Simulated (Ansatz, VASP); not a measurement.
**Ir in VASP and in Ansatz**

```
Ir
1.0
     2.69293    0.00000    0.00000
    -1.34647    2.33215    0.00000
     0.00000    0.00000    4.36156
Ir
2
Direct
  0.33333 0.66667 0.25000
  0.66667 0.33333 0.75000
```

Change from the starting cell: volume scaled by 0.9405.

Alike in both runs: task single point; functional PBE; k mesh 15 × 15 × 8; occupations fermi-dirac, width 0.03 eV; no spin polarisation.

|  | VASP | Ansatz |
| --- | --- | --- |
| version | VASP 6.6.1 | Ansatz 0.2.0 |
| potentials or method | VASP PAW PBE potentials, release 64 (Ir), cutoff 520 eV | all-electron LAPW, scalar-relativistic |

```csv
,VASP,Ansatz,Ansatz less VASP
pressure (GPa),25.5,24.6,-0.92
"traceless stress, the component that is largest in VASP (GPa)",0.34,0.27,-0.067
```

Ansatz ran all-electron here, and VASP with PAW potentials.

Spin-orbit coupling is off throughout.
